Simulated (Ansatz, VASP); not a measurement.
## One calculation of Mg, two programs

```
Mg
1.0
     3.17926    0.00000    0.00000
    -1.58963    2.75332    0.00000
     0.00000    0.00000    5.15689
Mg
2
Direct
  0.33333 0.66667 0.25000
  0.66667 0.33333 0.75000
```

Alike in both runs: task single point; functional r2SCAN; k mesh 19 × 19 × 10; occupations fermi-dirac, width 0.1 eV; no spin polarisation.

```csv
,VASP,Ansatz
version,VASP 6.6.1,Ansatz 0.2.0
potentials or method,"VASP PAW PBE potentials, release 64 (Mg), cutoff 520 eV","plane waves (500 eV) with PAW, scalar-relativistic"
valence electrons in the cell,4,20
```

VASP gave:

| Item | Value |
| --- | --- |
| pressure (GPa) | -0.2 |
| traceless stress, the component that is largest in VASP (GPa) | -0.08 |

Q: Estimate Ansatz's values.

A: Pressure (GPa): 0.1; traceless stress, the component that is largest in VASP (GPa): -0.08.

VASP's potentials were made for PBE, not for r2SCAN. With one functional, cell and mesh, what is left measures potentials, basis and numerics. VASP's potentials hold 4 valence electrons a cell and Ansatz's 20, so a difference there can come from the potentials and not from the codes.
